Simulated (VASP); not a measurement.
# C (Fd-3m) in VASP: notebook

Runs on C. Level: LDA. Tasks: single point, relaxation of cell and atoms.

Program: VASP 6.6.1. These are calculated values, not measurements. Logs are shortened: lines on timing, memory, paths and dates and some standing lists are left out, and cuts for length are marked.

## Step 1: The cell of the first run

Symmetry: Fd-3m, No. 227, cubic system. The conventional cell has a = 3.532 Å, b = 3.532 Å, c = 3.532 Å, α = 90.00°, β = 90.00°, γ = 90.00°. Within 2.0 Å of C (site symmetry -43m) lie 4 C at 1.53 Å.

## Step 2: Single point, LDA

The input, INCAR:

```
  PREC = Accurate
  ENCUT = 520
  EDIFF = 1E-6
  ISMEAR = -1
  SIGMA = 0.02
  LREAL = F
  LASPH = T
  NELM = 60
  ALGO = Normal
  ISIF = 2
  LWAVE = F
  LCHARG = F
  GGA = CA
  NBANDS = 11
```

The input, KPOINTS:

```
regular mesh
0
Gamma
  14 14 14
```

The input, POSCAR:

```
C
1.0
    0.0000000000      1.7658614235      1.7658614235
    1.7658614235      0.0000000000      1.7658614235
    1.7658614235      1.7658614235      0.0000000000
C
2
Direct
   -0.1250000000     -0.1250000000     -0.1250000000
    0.1250000000      0.1250000000      0.1250000000
```

Potentials or basis: VASP PAW LDA potentials, release 64 (C).

Started as:

```
cat potpaw_LDA.64/C/POTCAR > POTCAR
mpirun -np 1 vasp_std > vasp.out
```

OUTCAR:

```text
PREC = Accurate
   ENCUT = 520
   EDIFF = 1E-6
   ISMEAR = -1
   LREAL = F
   LASPH = T
   NELM = 60
   ISIF = 2
   GGA = CA

 ion  position               nearest neighbor table
   1  0.875  0.875  0.875-   2 1.53   2 1.53   2 1.53   2 1.53
   2  0.125  0.125  0.125-   1 1.53   1 1.53   1 1.53   1 1.53

  LATTYP: Found a face centered cubic cell.
 ALAT       =     3.5317228470

  Lattice vectors:

 A1 = (   0.0000000000,   1.7658614235,   1.7658614235)
 A2 = (   1.7658614235,   0.0000000000,   1.7658614235)
 A3 = (   1.7658614235,   1.7658614235,   0.0000000000)

Analysis of symmetry for initial positions (statically):
=====================================================================
 Subroutine PRICEL returns:
 Original cell was already a primitive cell.

 Routine SETGRP: Setting up the symmetry group for a
 face centered cubic supercell.

 Subroutine GETGRP returns: Found 48 space group operations
 (whereof 12 operations were pure point group operations)
 out of a pool of 48 trial point group operations.

The static configuration has the point symmetry D_3d.
 The point group associated with its full space group is O_h .

Analysis of symmetry for dynamics (positions and initial velocities):
=====================================================================
 Subroutine PRICEL returns:
 Original cell was already a primitive cell.

 Routine SETGRP: Setting up the symmetry group for a
 face centered cubic supercell.

 Subroutine GETGRP returns: Found 48 space group operations
 (whereof 12 operations were pure point group operations)
 out of a pool of 48 trial point group operations.

The dynamic configuration has the point symmetry D_3d.
 The point group associated with its full space group is O_h .

 Subroutine INISYM returns: Found 48 space group operations
 (whereof 12 operations are pure point group operations),
 and found     1 'primitive' translations

----------------------------------------------------------------------------------------

                                     Primitive cell

  volume of cell :      11.0129

  direct lattice vectors                    reciprocal lattice vectors
     0.000000000  1.765861424  1.765861424    -0.283147926  0.283147926  0.283147926
     1.765861424  0.000000000  1.765861424     0.283147926 -0.283147926  0.283147926
     1.765861424  1.765861424  0.000000000     0.283147926  0.283147926 -0.283147926

  length of vectors
     2.497305174  2.497305174  2.497305174     0.490426594  0.490426594  0.490426594
[... 88 lines left out ...]
   ISYM   =      2    0-nonsym 1-usesym 2-fastsym
   POTIM  = 0.5000    time-step for ionic-motion
   TEBEG  =    0.0;   TEEND  =   0.0 temperature during run
   PSTRESS=    0.0 pullay stress
   NELECT =       8.0000    total number of electrons
   NUPDOWN=      -1.0000    fix difference up-down
   EMIN   =  10.00;   EMAX   =-10.00  energy-range for DOS
   EFERMI =   0.00;   METHOD = LEGACY
   ISMEAR =    -1;   SIGMA  =   0.02  broadening in eV -4-tet -1-fermi 0-gaus
   EFERMI_NEDOS =   21; number of points for ismear=-14 and -15
   IALGO  =     38    algorithm
   IMIX   =      4    mixing-type and parameters
     AMIX     =   0.40;   BMIX     =  1.00
     AMIX_MAG =   1.60;   BMIX_MAG =  1.00
  volume/ion in A,a.u.               =       5.51        37.16
  Fermi-wavevector in a.u.,A,eV,Ry     =   1.471651  2.781017 29.466915  2.165757
  Thomas-Fermi vector in A             =   2.586761
   LORBIT       =      0    0 simple, 1 ext, 2 COOP (PROOUT), +10 PAW based schemes
   GGA     = CA    functional components
   LHFCALC =     F    Hartree Fock is set to
   AEXX    =    0.0000 exact exchange contribution
   IVDW    =     0    specifies the selected vdW correction
   LEPSILON=     F    determine dielectric tensor
   LRPA    =     F    only Hartree local field effects (RPA)
 non-spin polarized calculation
  energy-cutoff  :      520.00
  volume of cell :       11.01
 maximum number of plane-waves:       307
   NGX =  9   NGY =  9   NGZ =  9

 number of electron       7.9999998 magnetization

 Free energy of the ion-electron system (eV)
  ---------------------------------------------------
  ext. energy  EPLUGINS =         0.00000000
  ---------------------------------------------------
  free energy    TOTEN  =       -20.24520183 eV

  energy without entropy =      -20.24520183  energy(sigma->0) =      -20.24520183

 E-fermi :  10.5351     XC(G=0): -13.6433

 val. band max:       10.1616763903   @ k =   0.0000   0.0000   0.0000
 cond. band min:      14.3318555903   @ k =   0.3571   0.3571   0.0000
 fundamental gap:      4.1701792000
 Fermi energy:        10.5351062181

 k-point     1 :       0.0000    0.0000    0.0000
  band No.  band energies     occupation
      1     -11.5555      2.00000
      2      10.1617      2.00000
      3      10.1617      2.00000
      4      10.1617      2.00000
      5      15.7876      0.00000
      6      15.7876      0.00000
      7      15.7876      0.00000
      8      24.4006      0.00000
      9      29.5578      0.00000
     10      37.1248      0.00000
     11      37.1248      0.00000
[... 309 lines left out ...]
 k-point    24 :       0.2857    0.1429    0.0000
  band No.  band energies     occupation
      1      -9.4625      2.00000
      2       4.0775      2.00000
      3       6.7487      2.00000
      4       7.5607      2.00000
      5      16.1432      0.00000
      6      20.3666      0.00000
      7      20.3740      0.00000
      8      22.7846      0.00000
      9      30.9564      0.00000
     10      31.6425      0.00000
     11      36.7187      0.00000

 [... further k-points ...]

------------------------ aborting loop because EDIFF is reached ----------------------------------------

  FORCE on cell =-STRESS in cart. coord.  units (eV):
  Direction    XX          YY          ZZ          XY          YZ          ZX
  --------------------------------------------------------------------------------------
  -------------------------------------------------------------------------------------
  Total        0.1119904      0.1119904      0.1119904      0.0000000      0.0000000      0.0000000
  in kB       16.2926463     16.2926463     16.2926463      0.0000000      0.0000000      0.0000000
  external PRESSURE =      16.2926463 kB  Pullay stress =       0.0000000 kB

 VOLUME and BASIS-vectors are now :
 -----------------------------------------------------------------------------
  energy-cutoff  :      520.00
  volume of cell :       11.01
      direct lattice vectors                 reciprocal lattice vectors
     0.000000000  1.765861424  1.765861424    -0.283147926  0.283147926  0.283147926
     1.765861424  0.000000000  1.765861424     0.283147926 -0.283147926  0.283147926
     1.765861424  1.765861424  0.000000000     0.283147926  0.283147926 -0.283147926

 POSITION                                       TOTAL-FORCE (eV/Angst)
 -----------------------------------------------------------------------------------
      3.09026      3.09026      3.09026         0.000000     -0.000000      0.000000
      0.44147      0.44147      0.44147        -0.000000      0.000000     -0.000000
 -----------------------------------------------------------------------------------
    total drift:                                0.000000      0.000000     -0.000000

  FREE ENERGIE OF THE ION-ELECTRON SYSTEM (eV)
  ---------------------------------------------------
  free  energy   TOTEN  =       -20.2452018259 eV

  energy  without entropy=      -20.2452018259  energy(sigma->0) =      -20.24520183
```

Run time: 6.2 s. Hardware: 1 thread of Intel Xeon Platinum 8488C (Sapphire Rapids), shared host; peak memory 0.11 GiB.

What came out:

```yaml
Free_energy: -20.2452 eV
Pressure: 1.6 GPa
Band_gap_on_the_k_mesh: 4.17 eV (least direct gap 5.63 eV)
```

A k mesh can miss the band edges.

## Step 3: Single point, LDA

This run uses another cell than the first one: it holds 4 atoms, not 2.

The input, INCAR:

```
SYSTEM = C
  PREC = Accurate
  ENCUT = 520
  EDIFF = 1E-6
  ISMEAR = -1
  SIGMA = 0.02
  LREAL = .False.
  LASPH = .True.
  NELM = 100
  ALGO = Normal
  ISIF = 2
  LWAVE = .False.
  LCHARG = .True.
  LELF = .True.
  LVHAR = .True.
  NBANDS = 16
```

The input, KPOINTS:

```
regular mesh
0
Gamma
  10 7 10
  0 0 0
```

The input, POSCAR:

```
C
1.0
   -1.7658614235      1.7658614235      0.0000000000
    0.0000000000      0.0000000000      3.5317228470
    1.7658614235      1.7658614235      0.0000000000
C
4
Direct
    0.5000000000      0.3750000000      0.2500000000
    0.0000000000      0.8750000000      0.7500000000
    0.0000000000      0.1250000000      0.2500000000
    0.5000000000      0.6250000000      0.7500000000
```

Potentials or basis: VASP PAW LDA potentials, release 64 (C).

Started as:

```
cat potpaw_LDA.64/C/POTCAR > POTCAR
mpirun -np 1 vasp_std > vasp.out
```

Wall time 12 s (1 thread of Intel Xeon Platinum 8488C (Sapphire Rapids), shared host); peak memory 0.12 GiB.

The run converged. Its results:

```yaml
Free_energy: -40.4904 eV
Pressure: 1.6 GPa
Band_gap_on_the_k_mesh: 4.17 eV
```

Levels at points of the mesh, in eV from the valence-band top:
```tsv
k point	band 4	band 5	band 6	band 7	band 8	band 9	band 10	band 11	band 12	band 13
(0.00, 0.00, 0.00)	-6.47	-6.47	0.00	0.00	0.00	4.77	4.77	5.63	5.63	5.63
(0.50, 0.00, 0.00)	-8.74	-7.80	-7.80	-3.09	-3.09	8.03	8.03	10.14	10.14	12.59
(0.50, 0.00, 0.50)	-12.82	-6.47	-6.47	-6.47	-6.47	4.77	4.77	4.77	4.77	17.08
```

A k mesh can miss the band edges.

## Step 4: Single point, LDA

This run uses another cell than the first one: it holds 4 atoms, not 2.

The input, INCAR:

```
PREC = Accurate
ENCUT = 520
EDIFF = 1E-6
ISMEAR = -1
SIGMA = 0.02
LREAL = F
LASPH = T
NELM = 80
ALGO = Normal
ISIF = 2
LWAVE = F
LCHARG = F
NBANDS = 16
```

The input, KPOINTS:

```
Automatic mesh
0
Gamma
  10 7 10
```

POSCAR is that of step 3.

Started as:

```
cat potpaw_LDA.64/C/POTCAR > POTCAR
mpirun -np 1 vasp_std > vasp.out
```

Run time: 12 s. Hardware: 1 thread of Intel Xeon Platinum 8488C (Sapphire Rapids), shared host; peak memory 0.12 GiB.

Results (log left out):

```
Free energy            : -40.4904 eV
Pressure               : 1.6 GPa
Band gap on the k mesh : 4.17 eV
```

Levels at points of the mesh, in eV from the valence-band top:
```
           k point  band 5  band 6  band 7  band 8  band 9  band 10  band 11  band 12
(0.00, 0.00, 0.00)   -6.47    0.00    0.00    0.00    4.77     4.77     5.63     5.63
(0.50, 0.00, 0.00)   -7.80   -7.80   -3.09   -3.09    8.03     8.03    10.14    10.14
(0.50, 0.00, 0.50)   -6.47   -6.47   -6.47   -6.47    4.77     4.77     4.77     4.77
```

A k mesh can miss the band edges.

## Step 5: Relaxation of cell and atoms, LDA

This run uses another cell than the first one, of 8.13 Å³/atom.

The input, INCAR:

```
SYSTEM = C
PREC = Accurate ; ENCUT = 600
EDIFF = 1E-6 ; ISMEAR = -1
SIGMA = 0.02 ; LREAL = .FALSE.
LASPH = .TRUE. ; NELM = 80
ALGO = Normal ; ISIF = 3
LWAVE = .FALSE. ; LCHARG = .FALSE.
GGA = CA ; IBRION = 2
NSW = 60 ; EDIFFG = -0.005
```

The input, KPOINTS:

```
Automatic mesh
0
G
  14 14 14
  0 0 0
```

The input, POSCAR:

```
C
1.0
    0.0000000000      2.0103628793      2.0103628793
    2.0103628793      0.0000000000      2.0103628793
    2.0103628793      2.0103628793      0.0000000000
C
2
Direct
   -0.1250000000     -0.1250000000     -0.1250000000
    0.1250000000      0.1250000000      0.1250000000
```

Potentials or basis: VASP PAW LDA potentials, release 64 (C).

Started as:

```
cat potpaw_LDA.64/C/POTCAR > POTCAR
mpirun -np 1 vasp_std > vasp.out
```

OUTCAR:

```text
SYSTEM = C
   PREC = Accurate
   ENCUT = 600
   EDIFF = 1E-6
   ISMEAR = -1
   LREAL = .FALSE.
   LASPH = .TRUE.
   NELM = 80
   ISIF = 3
   GGA = CA
   IBRION = 2
   NSW = 60
   EDIFFG = -0.005

 ion  position               nearest neighbor table
   1  0.875  0.875  0.875-   2 1.74   2 1.74   2 1.74   2 1.74
   2  0.125  0.125  0.125-   1 1.74   1 1.74   1 1.74   1 1.74

  LATTYP: Found a face centered cubic cell.
 ALAT       =     4.0207257586

  Lattice vectors:

 A1 = (   0.0000000000,   2.0103628793,   2.0103628793)
 A2 = (   2.0103628793,   0.0000000000,   2.0103628793)
 A3 = (   2.0103628793,   2.0103628793,   0.0000000000)

Analysis of symmetry for initial positions (statically):
=====================================================================
 Subroutine PRICEL returns:
 Original cell was already a primitive cell.

 Routine SETGRP: Setting up the symmetry group for a
 face centered cubic supercell.

 Subroutine GETGRP returns: Found 48 space group operations
 (whereof 12 operations were pure point group operations)
 out of a pool of 48 trial point group operations.

The static configuration has the point symmetry D_3d.
 The point group associated with its full space group is O_h .

Analysis of symmetry for dynamics (positions and initial velocities):
=====================================================================
 Subroutine PRICEL returns:
 Original cell was already a primitive cell.

 Routine SETGRP: Setting up the symmetry group for a
 face centered cubic supercell.

 Subroutine GETGRP returns: Found 48 space group operations
 (whereof 12 operations were pure point group operations)
 out of a pool of 48 trial point group operations.

The dynamic configuration has the point symmetry D_3d.
 The point group associated with its full space group is O_h .

 Subroutine INISYM returns: Found 48 space group operations
 (whereof 12 operations are pure point group operations),
 and found     1 'primitive' translations

----------------------------------------------------------------------------------------

                                     Primitive cell

  volume of cell :      16.2500

[... 96 lines left out ...]
   POTIM  = 0.5000    time-step for ionic-motion
   TEBEG  =    0.0;   TEEND  =   0.0 temperature during run
   PSTRESS=    0.0 pullay stress
   NELECT =       8.0000    total number of electrons
   NUPDOWN=      -1.0000    fix difference up-down
   EMIN   =  10.00;   EMAX   =-10.00  energy-range for DOS
   EFERMI =   0.00;   METHOD = LEGACY
   ISMEAR =    -1;   SIGMA  =   0.02  broadening in eV -4-tet -1-fermi 0-gaus
   EFERMI_NEDOS =   21; number of points for ismear=-14 and -15
   IALGO  =     38    algorithm
   IMIX   =      4    mixing-type and parameters
     AMIX     =   0.40;   BMIX     =  1.00
     AMIX_MAG =   1.60;   BMIX_MAG =  1.00
  volume/ion in A,a.u.               =       8.13        54.83
  Fermi-wavevector in a.u.,A,eV,Ry     =   1.292668  2.442789 22.735211  1.670991
  Thomas-Fermi vector in A             =   2.424362
   LORBIT       =      0    0 simple, 1 ext, 2 COOP (PROOUT), +10 PAW based schemes
   GGA     = CA    functional components
   LHFCALC =     F    Hartree Fock is set to
   AEXX    =    0.0000 exact exchange contribution
   IVDW    =     0    specifies the selected vdW correction
   LEPSILON=     F    determine dielectric tensor
   LRPA    =     F    only Hartree local field effects (RPA)
 conjugate gradient relaxation of ions
 non-spin polarized calculation
  energy-cutoff  :      600.00
  volume of cell :       16.25
 maximum number of plane-waves:       553
   NGX = 11   NGY = 11   NGZ = 11

--------------------------------------- Ionic step        1  -------------------------------------------

 number of electron       8.0000000 magnetization

 Free energy of the ion-electron system (eV)
  ---------------------------------------------------
  ext. energy  EPLUGINS =         0.00000000
  ---------------------------------------------------
  free energy    TOTEN  =       -18.33964731 eV

  energy without entropy =      -18.33964731  energy(sigma->0) =      -18.33964731

 E-fermi :   5.4797     XC(G=0): -11.8353

 val. band max:        5.1265848339   @ k =   0.0000   0.0000   0.0000
 cond. band min:       8.4090973143   @ k =   0.3571   0.3571   0.0000
 fundamental gap:      3.2825124804
 Fermi energy:         5.4796852151

 k-point     1 :       0.0000    0.0000    0.0000
  band No.  band energies     occupation
      1     -11.9789      2.00000
      2       5.1266      2.00000
      3       5.1266      2.00000
      4       5.1266      2.00000
      5       9.6774      0.00000
      6       9.6774      0.00000
      7       9.6774      0.00000
      8      11.4903      0.00000
[... 468 lines left out ...]
--------------------------------------- Ionic step        7  -------------------------------------------

 number of electron       8.0000000 magnetization

 Free energy of the ion-electron system (eV)
  ---------------------------------------------------
  ext. energy  EPLUGINS =         0.00000000
  ---------------------------------------------------
  free energy    TOTEN  =       -20.27018060 eV

  energy without entropy =      -20.27018060  energy(sigma->0) =      -20.27018060

 E-fermi :  10.5096     XC(G=0): -13.6346

 val. band max:       10.1294785545   @ k =   0.0000   0.0000   0.0000
 cond. band min:      14.2977746429   @ k =   0.3571   0.3571   0.0000
 fundamental gap:      4.1682960884
 Fermi energy:        10.5095822501

 k-point     1 :       0.0000    0.0000    0.0000
  band No.  band energies     occupation
      1     -11.5604      2.00000
      2      10.1295      2.00000
      3      10.1295      2.00000
      4      10.1295      2.00000
      5      15.7518      0.00000
      6      15.7518      0.00000
      7      15.7518      0.00000
      8      24.3265      0.00000
[... 282 lines left out ...]
  FREE ENERGIE OF THE ION-ELECTRON SYSTEM (eV)
  ---------------------------------------------------
  free  energy   TOTEN  =       -20.2701806036 eV

  energy  without entropy=      -20.2701806036  energy(sigma->0) =      -20.27018060

 reached required accuracy - stopping structural energy minimisation
```

CONTCAR:

```text
C
   1.00000000000000
     0.0000000000000000    1.7669008232225907    1.7669008232225907
     1.7669008232225907   -0.0000000000000000    1.7669008232225907
     1.7669008232225907    1.7669008232225907    0.0000000000000000
  C
     2
Direct
     0.8750000000000000    0.8750000000000000    0.8750000000000000
     0.1250000000000000    0.1250000000000000    0.1250000000000000

  0.00000000E+00  0.00000000E+00  0.00000000E+00
  0.00000000E+00  0.00000000E+00  0.00000000E+00
```

Wall time 19 s (1 thread of Intel Xeon Platinum 8488C (Sapphire Rapids), shared host); peak memory 0.12 GiB.

What came out:

* Free energy: -20.2702 eV
* Relaxed volume: 5.52 Å³/atom
* Relaxed cell: a = 2.499 Å, b = 2.499 Å, c = 2.499 Å, α = 60.00°, β = 60.00°, γ = 60.00°
* Space group after relaxing (to 0.1 Å): Fd-3m (No. 227)
* Energy gained by relaxing: 965.3 meV/atom
* Ionic steps: 7
* Pressure after relaxing: 0.0 GPa
* Band gap on the k mesh: 4.17 eV (least direct gap 5.62 eV)

Step by step:
| step | energy change (eV) | largest force (eV/Å) | pressure (GPa) | volume (Å³) |
| --- | --- | --- | --- | --- |
| 1 | 0.0000 | 0.0000 | -86.37 | 16.25 |
| 2 | 0.0916 | 0.0000 | 270.77 | 7.97 |
| 3 | -1.9226 | 0.0000 | -9.99 | 11.28 |
| 4 | -1.9300 | 0.0000 | -2.75 | 11.10 |
| 5 | -1.9305 | 0.0000 | 1.06 | 11.01 |
| 6 | -1.9304 | 0.0000 | -1.21 | 11.06 |
| 7 | -1.9305 | 0.0000 | 0.00 | 11.03 |

Final structure:
```
C
1.0
     0.00000    1.76690    1.76690
     1.76690    0.00000    1.76690
     1.76690    1.76690    0.00000
C
2
Direct
  0.87500 0.87500 0.87500
  0.12500 0.12500 0.12500
```

Caveat: the volume moved by over 15 % at a fixed basis, so the end points are rough. A k mesh can miss the band edges.

## Step 6: Overview

| task | cell | k mesh | cutoff (eV) | gap on the mesh (eV) | pressure (GPa) |
| --- | --- | --- | --- | --- | --- |
| single point | a = 2.497 Å, angles 60.0°, 2 atoms, atomic positions A | 14 × 14 × 14 | 520 | 4.17 | 1.6 |
| single point | a = 2.497, b = 3.532 Å, 4 atoms, atomic positions B | 10 × 7 × 10 | 520 | 4.17 | 1.6 |
| relaxation of cell and atoms | relaxed from a = 2.843 Å, angles 60.0°, 2 atoms, atomic positions A | 14 × 14 × 14 | 600 | 4.17 | 0.0 |

Alike in all rows: level LDA; potentials or basis VASP PAW LDA potentials, release 64 (C); no spin polarisation; smearing fermi-dirac 0.02 eV.

Caveats: the volume moved by over 15 % at a fixed basis, so the end points are rough (at least some runs).

Total energies depend on the potentials used, so only differences within one code and one set of settings carry meaning.
